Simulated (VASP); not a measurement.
# VO2 (P4_2/mnm) in VASP: further runs

Runs on VO2. Level: PBE+U. Tasks: single point.

All numbers are computed with VASP 6.6.1; they aren't measurements. Logs are shortened: lines on timing, memory, paths and dates and some standing lists are left out, and cuts for length are marked.

## 1. The cell of the first run

It takes space group P4_2/mnm (No. 136, tetragonal). The conventional cell has a = 4.644 Å, b = 4.644 Å, c = 3.100 Å, α = 90.00°, β = 90.00°, γ = 90.00°. Within 2.6 Å of V (site symmetry mmm) lie 6 O at 1.97 to 2.03 Å. Within 2.7 Å of O (site symmetry m2m) lie 3 V at 1.97 to 2.03 Å and 1 O at 2.62 Å.

## 2. Single point, PBE+U, collinear spin, ferromagnetic start (11.14 Å³/atom)

The input, INCAR:

```
ALGO     = Normal         # electronic algorithm
EDIFF    = 1E-6           # SCF threshold, eV
ENCUT    = 600            # plane-wave cutoff, eV
GGA      = PE             # functional
GGA_COMPAT= F            
ISIF     = 2              # what is computed and relaxed
ISMEAR   = 0              # smearing method
ISPIN    = 2              # spin polarisation
LASPH    = T              # aspherical terms in the spheres
LCHARG   = F              # write CHGCAR
LDAU     = T              # DFT+U
LDAUJ    = 0 0          
LDAUL    = 2 -1           # shell
LDAUPRINT= 1            
LDAUTYPE = 2            
LDAUU    = 3.25 0         # U, eV
LMAXMIX  = 4              # l up to which the mixer works
LORBIT   = 11             # projections on sites
LREAL    = F              # projectors in reciprocal space
LWAVE    = F              # write WAVECAR
MAGMOM   = 0.95 0.95 0 0 0 0 # initial moments
NBANDS   = 38             # bands
NELM     = 200            # most SCF steps
PREC     = Accurate       # precision mode
SIGMA    = 0.02           # smearing width, eV
```

The input, KPOINTS:

```
k-points
0
Gamma
  6 6 10
```

The input, POSCAR:

```
VO2
1.0
    4.6441394498      0.0000000000      0.0000000000
    0.0000000000      4.6441394498      0.0000000000
    0.0000000000      0.0000000000      3.0997276706
V O
2 4
Direct
    0.0000000000      0.0000000000      0.0000000000
    0.5000000000      0.5000000000      0.5000000000
    0.3003499878      0.3003499878      0.0000000000
    0.1996500122      0.8003499878      0.5000000000
    0.6996500122      0.6996500122      0.0000000000
    0.8003499878      0.1996500122      0.5000000000
```

Potentials or basis: VASP PAW PBE potentials, release 64 (V_sv, O).

Launch:

```
> cat potpaw_PBE.64/V_sv/POTCAR potpaw_PBE.64/O/POTCAR > POTCAR
> mpirun -np 1 vasp_std > vasp.out
```

OUTCAR:

```text
EDIFF = 1E-6
   ENCUT = 600
   GGA = PE
   ISIF = 2
   ISMEAR = 0
   ISPIN = 2
   LASPH = T
   LORBIT = 11
   LREAL = F
   NELM = 200
   PREC = Accurate

 ion  position               nearest neighbor table
   1  0.000  0.000  0.000-   3 1.97   5 1.97   4 2.03   6 2.03   4 2.03   6 2.03
   2  0.500  0.500  0.500-   4 1.97   6 1.97   5 2.03   3 2.03   3 2.03   5 2.03
   3  0.300  0.300  0.000-   1 1.97   2 2.03   2 2.03
   4  0.200  0.800  0.500-   2 1.97   1 2.03   1 2.03
   5  0.700  0.700  0.000-   1 1.97   2 2.03   2 2.03
   6  0.800  0.200  0.500-   2 1.97   1 2.03   1 2.03

  LATTYP: Found a simple tetragonal cell.
 ALAT       =     4.6441394498
 C/A-ratio  =     0.6674493098

  Lattice vectors:

 A1 = (   4.6441394498,   0.0000000000,   0.0000000000)
 A2 = (   0.0000000000,   4.6441394498,   0.0000000000)
 A3 = (   0.0000000000,   0.0000000000,   3.0997276706)

Analysis of symmetry for initial positions (statically):
=====================================================================
 Subroutine PRICEL returns:
 Original cell was already a primitive cell.

 Routine SETGRP: Setting up the symmetry group for a
 simple tetragonal supercell.

 Subroutine GETGRP returns: Found 16 space group operations
 (whereof  8 operations were pure point group operations)
 out of a pool of 16 trial point group operations.

The static configuration has the point symmetry D_2h.
 The point group associated with its full space group is D_4h.

Analysis of symmetry for dynamics (positions and initial velocities):
=====================================================================
 Subroutine PRICEL returns:
 Original cell was already a primitive cell.

 Routine SETGRP: Setting up the symmetry group for a
 simple tetragonal supercell.

 Subroutine GETGRP returns: Found 16 space group operations
 (whereof  8 operations were pure point group operations)
 out of a pool of 16 trial point group operations.

The dynamic configuration has the point symmetry D_2h.
 The point group associated with its full space group is D_4h.

Analysis of structural, dynamic, and magnetic symmetry:
=====================================================================
 Subroutine PRICEL returns:
 Original cell was already a primitive cell.

 Routine SETGRP: Setting up the symmetry group for a
 simple tetragonal supercell.

 Subroutine GETGRP returns: Found 16 space group operations
 (whereof  8 operations were pure point group operations)
 out of a pool of 16 trial point group operations.

The overall configuration has the point symmetry D_2h.
 The point group associated with its full space group is D_4h.

 Subroutine INISYM returns: Found 16 space group operations
 (whereof  8 operations are pure point group operations),
 and found     1 'primitive' translations

----------------------------------------------------------------------------------------

                                     Primitive cell

  volume of cell :      66.8550

  direct lattice vectors                    reciprocal lattice vectors
     4.644139450  0.000000000  0.000000000     0.215325145  0.000000000  0.000000000
     0.000000000  4.644139450  0.000000000     0.000000000  0.215325145  0.000000000
     0.000000000  0.000000000  3.099727671     0.000000000  0.000000000  0.322608986

[... 158 lines left out ...]
  o =  0.1150  v =  0.0000  0.0000  0.0000  0.0000  0.0000  0.0000  0.0000 -0.0000  0.0000  1.0000      0.0000  0.0000  0.0000  0.0000  0.0000  0.0000  0.0000  0.0000  0.0000  0.0000
  o =  0.1437  v =  0.0000 -0.7071  0.0000 -0.7071  0.0000  0.0000  0.0000  0.0000  0.0000  0.0000      0.0000  0.0000  0.0000  0.0000  0.0000  0.0000  0.0000  0.0000  0.0000  0.0000
  o =  0.1720  v =  0.0000 -0.0000 -0.0000  0.0000 -1.0000  0.0000  0.0000  0.0000  0.0000  0.0000      0.0000  0.0000  0.0000  0.0000  0.0000  0.0000  0.0000  0.0000  0.0000  0.0000
  o =  0.2479  v =  0.0000  0.0000  0.0000  0.0000  0.0000  0.0000  0.7071  0.0000 -0.7071 -0.0000      0.0000  0.0000  0.0000  0.0000  0.0000  0.0000  0.0000  0.0000  0.0000  0.0000
  o =  0.2752  v =  0.0000  0.7071  0.0000 -0.7071 -0.0000  0.0000  0.0000  0.0000  0.0000  0.0000      0.0000  0.0000  0.0000  0.0000  0.0000  0.0000  0.0000  0.0000  0.0000  0.0000
  o =  0.2776  v =  0.0000  0.0000  0.0000  0.0000  0.0000 -0.8366  0.0000  0.5478  0.0000  0.0000      0.0000  0.0000  0.0000  0.0000  0.0000  0.0000  0.0000  0.0000  0.0000  0.0000
  o =  0.3596  v = -0.8432  0.0000  0.5376  0.0000 -0.0000  0.0000  0.0000  0.0000  0.0000  0.0000      0.0000  0.0000  0.0000  0.0000  0.0000  0.0000  0.0000  0.0000  0.0000  0.0000
  o =  0.9269  v = -0.5376  0.0000 -0.8432  0.0000  0.0000  0.0000  0.0000  0.0000  0.0000  0.0000      0.0000  0.0000  0.0000  0.0000  0.0000  0.0000  0.0000  0.0000  0.0000  0.0000

atom =   2  type =  1  l = 2

 onsite density matrix

spin component  1

  0.5235  0.0000 -0.2571  0.0000 -0.0000
  0.0000  0.2094  0.0000  0.0658  0.0000
 -0.2571  0.0000  0.7629  0.0000 -0.0000
  0.0000  0.0658  0.0000  0.2094  0.0000
 -0.0000  0.0000 -0.0000  0.0000  0.1720

spin component  2

  0.2088  0.0000  0.1050  0.0000 -0.0000
  0.0000  0.1748  0.0000  0.0731  0.0000
  0.1050  0.0000  0.1172  0.0000 -0.0000
  0.0000  0.0731  0.0000  0.1748  0.0000
 -0.0000  0.0000 -0.0000  0.0000  0.1150

 occupancies and eigenvectors

  o =  0.0484  v =  0.0000  0.0000  0.0000  0.0000  0.0000 -0.5478  0.0000  0.8366  0.0000  0.0000      0.0000  0.0000  0.0000  0.0000  0.0000  0.0000  0.0000  0.0000  0.0000  0.0000
  o =  0.1017  v =  0.0000  0.0000  0.0000  0.0000  0.0000  0.0000  0.7071  0.0000 -0.7071 -0.0000      0.0000  0.0000  0.0000  0.0000  0.0000  0.0000  0.0000  0.0000  0.0000  0.0000
  o =  0.1150  v =  0.0000  0.0000  0.0000  0.0000  0.0000 -0.0000 -0.0000  0.0000  0.0000 -1.0000      0.0000  0.0000  0.0000  0.0000  0.0000  0.0000  0.0000  0.0000  0.0000  0.0000
  o =  0.1437  v =  0.0000  0.7071  0.0000 -0.7071 -0.0000  0.0000  0.0000  0.0000  0.0000  0.0000      0.0000  0.0000  0.0000  0.0000  0.0000  0.0000  0.0000  0.0000  0.0000  0.0000
  o =  0.1720  v =  0.0000  0.0000 -0.0000  0.0000  1.0000  0.0000  0.0000  0.0000  0.0000  0.0000      0.0000  0.0000  0.0000  0.0000  0.0000  0.0000  0.0000  0.0000  0.0000  0.0000
  o =  0.2479  v =  0.0000  0.0000  0.0000  0.0000  0.0000  0.0000  0.7071  0.0000  0.7071 -0.0000      0.0000  0.0000  0.0000  0.0000  0.0000  0.0000  0.0000  0.0000  0.0000  0.0000
  o =  0.2752  v =  0.0000  0.7071  0.0000  0.7071 -0.0000  0.0000  0.0000  0.0000  0.0000  0.0000      0.0000  0.0000  0.0000  0.0000  0.0000  0.0000  0.0000  0.0000  0.0000  0.0000
  o =  0.2776  v =  0.0000  0.0000  0.0000  0.0000  0.0000 -0.8366  0.0000 -0.5478  0.0000  0.0000      0.0000  0.0000  0.0000  0.0000  0.0000  0.0000  0.0000  0.0000  0.0000  0.0000
  o =  0.3596  v = -0.8432  0.0000 -0.5376  0.0000 -0.0000  0.0000  0.0000  0.0000  0.0000  0.0000      0.0000  0.0000  0.0000  0.0000  0.0000  0.0000  0.0000  0.0000  0.0000  0.0000
  o =  0.9269  v = -0.5376  0.0000  0.8432  0.0000  0.0000  0.0000  0.0000  0.0000  0.0000  0.0000      0.0000  0.0000  0.0000  0.0000  0.0000  0.0000  0.0000  0.0000  0.0000  0.0000

 number of electron      50.0000014 magnetization       1.9999422

 Free energy of the ion-electron system (eV)
  ---------------------------------------------------
  ext. energy  EPLUGINS =         0.00000000
  ---------------------------------------------------
  free energy    TOTEN  =       -46.34068833 eV

  energy without entropy =      -46.34068833  energy(sigma->0) =      -46.34068833

 E-fermi :   4.2734     XC(G=0): -11.1110

 val. band max:        4.0478723235   @ k =   0.0000   0.0000   0.0000
 cond. band min:       4.7882400650   @ k =   0.5000   0.0000   0.5000
 fundamental gap:      0.7403677415
 Fermi energy:         4.2734184126

 spin component 1

 k-point     1 :       0.0000    0.0000    0.0000
  band No.  band energies     occupation
      1     -61.8521      1.00000
      2     -61.8470      1.00000
      3     -35.8092      1.00000
      4     -35.8092      1.00000
      5     -35.4710      1.00000
      6     -35.4580      1.00000
[... 1913 lines left out ...]
     36      14.2089      0.00000
     37      17.4642      0.00000

 [... further k-points ...]

 [bands above 37 left out]

------------------------ aborting loop because EDIFF is reached ----------------------------------------

  FORCE on cell =-STRESS in cart. coord.  units (eV):
  Direction    XX          YY          ZZ          XY          YZ          ZX
  --------------------------------------------------------------------------------------
  -------------------------------------------------------------------------------------
  Total       -6.4720486     -6.4720486     -6.5419190     -0.0000000      0.0000000      0.0000000
  in kB     -155.1023256   -155.1023256   -156.7767669     -0.0000000      0.0000000      0.0000000
  external PRESSURE =    -155.6604727 kB  Pullay stress =       0.0000000 kB

 VOLUME and BASIS-vectors are now :
 -----------------------------------------------------------------------------
  energy-cutoff  :      600.00
  volume of cell :       66.86
      direct lattice vectors                 reciprocal lattice vectors
     4.644139450  0.000000000  0.000000000     0.215325145  0.000000000  0.000000000
     0.000000000  4.644139450  0.000000000     0.000000000  0.215325145  0.000000000
     0.000000000  0.000000000  3.099727671     0.000000000  0.000000000  0.322608986

 POSITION                                       TOTAL-FORCE (eV/Angst)
 -----------------------------------------------------------------------------------
      0.00000      0.00000      0.00000        -0.000000      0.000000     -0.000000
      2.32207      2.32207      1.54986        -0.000000      0.000000     -0.000000
      1.39487      1.39487      0.00000         0.006446      0.006446      0.000000
      0.92720      3.71694      1.54986        -0.006446      0.006446      0.000000
      3.24927      3.24927      0.00000        -0.006446     -0.006446     -0.000000
      3.71694      0.92720      1.54986         0.006446     -0.006446     -0.000000
 -----------------------------------------------------------------------------------
    total drift:                               -0.000000      0.000000     -0.000000

  FREE ENERGIE OF THE ION-ELECTRON SYSTEM (eV)
  ---------------------------------------------------
  free  energy   TOTEN  =       -46.3406883253 eV

  energy  without entropy=      -46.3406883253  energy(sigma->0) =      -46.34068833

 total charge

# of ion       s       p       d       tot
------------------------------------------
    1        2.254   6.265   2.642  11.160
    2        2.254   6.265   2.642  11.160
    3        1.562   3.442   0.000   5.004
    4        1.562   3.442   0.000   5.004
    5        1.562   3.442   0.000   5.004
    6        1.562   3.442   0.000   5.004
--------------------------------------------------
tot         10.755  26.300   5.284  42.338

 magnetization (x)

# of ion       s       p       d       tot
------------------------------------------
    1        0.014   0.012   1.084   1.110
    2        0.014   0.012   1.084   1.110
    3       -0.002  -0.066   0.000  -0.069
    4       -0.002  -0.066   0.000  -0.069
    5       -0.002  -0.066   0.000  -0.069
    6       -0.002  -0.066   0.000  -0.069
--------------------------------------------------
tot          0.020  -0.242   2.169   1.946
```

It took 4.7 min on 1 thread of Intel Xeon Platinum 8488C (Sapphire Rapids), shared host; peak memory 0.41 GiB.

What came out:

| Item | Value |
| --- | --- |
| Free energy | -46.3407 eV |
| Pressure | -15.6 GPa |
| Largest force | 0.009 eV/Å |
| Band gap on the k mesh | 0.74 eV (least direct gap 0.95 eV) |
| Net moment | 2.00 μB per cell |
| Site moments | V +1.11; O -0.07 μB |
| Valence electrons inside the program's atomic spheres | V 11.16; O 5.00 |

Forces in eV/Å, atoms in the order of the input:
```
V    0.000  0.000  0.000
V    0.000  0.000  0.000
O    0.006  0.006  0.000
O   -0.006  0.006  0.000
O   -0.006 -0.006  0.000
O    0.006 -0.006  0.000
```

Stress tensor (GPa, compression positive):
```
-15.51   0.00   0.00
  0.00 -15.51   0.00
  0.00   0.00 -15.68
```

Levels at points of the mesh, in eV from the valence-band top:
Spin up:
| k point | band 23 | band 24 | band 25 | band 26 | band 27 | band 28 | band 29 | band 30 |
| --- | --- | --- | --- | --- | --- | --- | --- | --- |
| (0.00, 0.00, 0.00) | -0.92 | -0.53 | -0.53 | 0.00 | 0.95 | 1.09 | 1.09 | 1.79 |
| (0.50, 0.00, 0.00) | -0.94 | -0.94 | -0.70 | -0.70 | 1.63 | 1.63 | 2.01 | 2.01 |
| (0.50, 0.50, 0.00) | -1.51 | -1.51 | -1.37 | -1.37 | 1.11 | 1.11 | 2.34 | 2.34 |
| (0.00, 0.00, 0.50) | -1.53 | -1.53 | -1.08 | -1.08 | 1.76 | 1.76 | 2.28 | 2.28 |
| (0.50, 0.00, 0.50) | -1.08 | -1.08 | -1.01 | -1.01 | 0.74 | 0.74 | 2.39 | 2.39 |
| (0.50, 0.50, 0.50) | -1.08 | -1.08 | -0.72 | -0.72 | 1.48 | 1.48 | 1.80 | 1.80 |
Spin down:
```
           k point  band 20  band 21  band 22  band 23  band 24  band 25  band 26  band 27  band 28  band 29
(0.00, 0.00, 0.00)    -2.50    -1.01    -0.68    -0.68    -0.19     1.89     1.94     1.94     2.45     2.58
(0.50, 0.00, 0.00)    -3.06    -2.00    -2.00    -0.87    -0.87     2.43     2.43     2.78     2.78     3.10
(0.50, 0.50, 0.00)    -2.03    -1.73    -1.73    -1.46    -1.46     1.96     1.96     2.39     2.39     3.03
(0.00, 0.00, 0.50)    -2.84    -2.42    -2.42    -1.58    -1.58     2.53     2.53     2.93     2.93     3.48
(0.50, 0.00, 0.50)    -2.69    -2.01    -2.01    -1.17    -1.17     1.62     1.62     3.07     3.07     3.38
(0.50, 0.50, 0.50)    -2.79    -1.42    -1.42    -0.82    -0.82     2.24     2.24     2.54     2.54     3.73
```

Eigenvalues of the final occupation matrices:
```tsv
site	spin	trace	eigenvalues
site 1 d	1	1.88	0.14 0.17 0.28 0.36 0.93
site 1 d	2	0.79	0.05 0.10 0.12 0.25 0.28
site 2 d	1	1.88	0.14 0.17 0.28 0.36 0.93
site 2 d	2	0.79	0.05 0.10 0.12 0.25 0.28
```

Caveat: the cell stands under tension.

## 3. Single point, PBE+U, collinear spin, ferromagnetic start (10.74 Å³/atom)

This run uses another cell than the first one, of 10.74 Å³/atom.

The input, INCAR:

```
PREC = Accurate
ENCUT = 600
EDIFF = 1E-6
ISMEAR = 0
SIGMA = 0.02
LREAL = F
LASPH = T
NELM = 200
ALGO = Normal
ISIF = 2
LWAVE = F
LCHARG = T
ISPIN = 2
MAGMOM = 0.95 0.95 0 0 0 0
LORBIT = 11
LMAXMIX = 4
LDAU = T
LDAUTYPE = 2
LDAUL = 2 -1
LDAUU = 3.25 0
LDAUJ = 0 0
LDAUPRINT = 1
GGA = PE
LELF = T
LVHAR = T
NBANDS = 38
GGA_COMPAT = F
```

The input, KPOINTS:

```
regular mesh
0
Gamma
  6 6 10
```

The input, POSCAR:

```
VO2
1.0
    4.5776487335      0.0000000000      0.0000000000
    0.0000000000      4.5776487335      0.0000000000
    0.0000000000      0.0000000000      3.0744136241
V O
2 4
Direct
    0.0000000000      0.0000000000      0.0000000000
    0.5000000000      0.5000000000      0.5000000000
    0.2992167434      0.2992167434      0.0000000000
    0.2007832566      0.7992167434      0.5000000000
    0.7007832566      0.7007832566      0.0000000000
    0.7992167434      0.2007832566      0.5000000000
```

Potentials or basis: VASP PAW PBE potentials, release 64 (V_sv, O).

Launch:

```
> cat potpaw_PBE.64/V_sv/POTCAR potpaw_PBE.64/O/POTCAR > POTCAR
> mpirun -np 1 vasp_std > vasp.out
```

OUTCAR:

```text
PREC = Accurate
   ENCUT = 600
   EDIFF = 1E-6
   ISMEAR = 0
   LREAL = F
   LASPH = T
   NELM = 200
   ISIF = 2
   ISPIN = 2
   LORBIT = 11
   GGA = PE

 ion  position               nearest neighbor table
   1  0.000  0.000  0.000-   3 1.94   5 1.94   4 2.01   6 2.01   4 2.01   6 2.01
   2  0.500  0.500  0.500-   4 1.94   6 1.94   5 2.01   3 2.01   3 2.01   5 2.01
   3  0.299  0.299  0.000-   1 1.94   2 2.01   2 2.01
   4  0.201  0.799  0.500-   2 1.94   1 2.01   1 2.01
   5  0.701  0.701  0.000-   1 1.94   2 2.01   2 2.01
   6  0.799  0.201  0.500-   2 1.94   1 2.01   1 2.01

[... 2237 lines left out ...]
 -----------------------------------------------------------------------------------
      0.00000      0.00000      0.00000         0.000000      0.000000      0.000000
      2.28882      2.28882      1.53721         0.000000      0.000000      0.000000
      1.36971      1.36971      0.00000         0.033488      0.033488     -0.000000
      0.91912      3.65853      1.53721        -0.033488      0.033488      0.000000
      3.20794      3.20794      0.00000        -0.033488     -0.033488      0.000000
      3.65853      0.91912      1.53721         0.033488     -0.033488      0.000000
 -----------------------------------------------------------------------------------
    total drift:                               -0.000000      0.000000     -0.000000

  FREE ENERGIE OF THE ION-ELECTRON SYSTEM (eV)
  ---------------------------------------------------
  free  energy   TOTEN  =       -46.5227874492 eV

  energy  without entropy=      -46.5227874492  energy(sigma->0) =      -46.52278745

 total charge

# of ion       s       p       d       tot
------------------------------------------
    1        2.264   6.287   2.678  11.229
    2        2.264   6.287   2.678  11.229
    3        1.563   3.463   0.000   5.026
    4        1.563   3.463   0.000   5.026
    5        1.563   3.463   0.000   5.026
    6        1.563   3.463   0.000   5.026
--------------------------------------------------
tot         10.781  26.425   5.356  42.562

 magnetization (x)

# of ion       s       p       d       tot
------------------------------------------
    1        0.014   0.012   1.067   1.093
    2        0.014   0.012   1.067   1.093
    3       -0.002  -0.058   0.000  -0.060
    4       -0.002  -0.058   0.000  -0.060
    5       -0.002  -0.058   0.000  -0.060
    6       -0.002  -0.058   0.000  -0.060
--------------------------------------------------
tot          0.020  -0.209   2.134   1.945
```

It took 6.2 min on 1 thread of Intel Xeon Platinum 8175M at 2.50GHz (Skylake/Cascade Lake), shared host; peak memory 0.4 GiB.

Results:

```yaml
Free_energy: -46.5228 eV
Pressure: -9.2 GPa
Largest_force: 0.047 eV/Å
Band_gap_on_the_k_mesh: 0.84 eV (least direct gap 1.05 eV)
Net_moment: 2.00 μB per cell
Site_moments: V +1.09; O -0.06 μB
Valence_electrons_inside_the_program's_atomic_spheres: V 11.23; O 5.03
```

Forces on the atoms (eV/Å):
```
V    0.000  0.000  0.000
V    0.000  0.000  0.000
O    0.033  0.033  0.000
O   -0.033  0.033  0.000
O   -0.033 -0.033  0.000
O    0.033 -0.033  0.000
```

Eigenvalues of the final occupation matrices:
| site | spin | trace | eigenvalues |
| --- | --- | --- | --- |
| site 1 d | 1 | 1.89 | 0.14 0.17 0.28 0.37 0.93 |
| site 1 d | 2 | 0.82 | 0.05 0.10 0.12 0.25 0.29 |
| site 2 d | 1 | 1.89 | 0.14 0.17 0.28 0.37 0.93 |
| site 2 d | 2 | 0.82 | 0.05 0.10 0.12 0.25 0.29 |

Caveat: the cell stands under tension. The state reached can hang on the start; a lower one may exist.
